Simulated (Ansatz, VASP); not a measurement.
Li2O: VASP beside Ansatz

Contents of INCAR:

```
PREC     = Accurate       # precision mode
ENCUT    = 650            # plane-wave cutoff, eV
EDIFF    = 1E-8           # SCF threshold, eV
ISMEAR   = -1             # smearing method
SIGMA    = 0.03           # smearing width, eV
LREAL    = False          # projectors in reciprocal space
LASPH    = True           # aspherical terms in the spheres
NELM     = 120            # most SCF steps
ALGO     = Normal         # electronic algorithm
ISIF     = 2              # what is computed and relaxed
LWAVE    = False          # write WAVECAR
LCHARG   = False          # write CHGCAR
GGA      = PS             # functional
LEFG     = True         
NBANDS   = 13             # bands
GGA_COMPAT= False
```

KPOINTS

```
regular mesh
0
Gamma
  9 9 9
```

The input POSCAR:

```
Li2O
1.0
    0.0000000000      2.3398916431      2.3398916431
    2.3398916431      0.0000000000      2.3398916431
    2.3398916431      2.3398916431      0.0000000000
Li O
2 1
Direct
    0.2500000000      0.2500000000      0.2500000000
    0.7500000000      0.7500000000      0.7500000000
    0.0000000000      0.0000000000      0.0000000000
```

Input for Ansatz:

```yaml
crystal:
  lattice:
    - [0.0, 2.3398916431, 2.3398916431]
    - [2.3398916431, 0.0, 2.3398916431]
    - [2.3398916431, 2.3398916431, 0.0]
  atoms:
    - { symbol: Li, position: [0.25, 0.25, 0.25] }
    - { symbol: Li, position: [0.75, 0.75, 0.75] }
    - { symbol: O, position: [0.0, 0.0, 0.0] }
kpoints:
  mp_grid: { grid: [9, 9, 9] }
scf:
  occupations: { method: fermi_dirac, width: 0.03 }
hamiltonian:
  xc: pbesol
  pseudopotentials: { kind: all_electron, datasets: crystal }
output:
  forces: true
  stress: true
  eigenvalues: true
  efg: { contact_densities: true }
```

Change from the starting cell: volume scaled by 1.04, crystal datasets.

Alike in both runs: task electric field gradients; functional PBEsol; k mesh 9 × 9 × 9; occupations fermi-dirac, width 0.03 eV; no spin polarisation.

|  | VASP | Ansatz |
| --- | --- | --- |
| version | VASP 6.6.1 | Ansatz 0.2.0 |
| potentials or method | VASP PAW PBE potentials, release 64 (Li_sv, O), cutoff 650 eV | all-electron PAW with datasets made for the crystal, scalar-relativistic |

|  | VASP | Ansatz | Ansatz less VASP |
| --- | --- | --- | --- |
| gap on the k mesh at the Fermi level (eV) | 4.84 | 4.85 | +0.010 |
| pressure (GPa) | -5.0 | -4.8 | +0.14 |

VASP's potentials were made for PBE, not for PBEsol. Ansatz ran all-electron here, and VASP with PAW potentials.
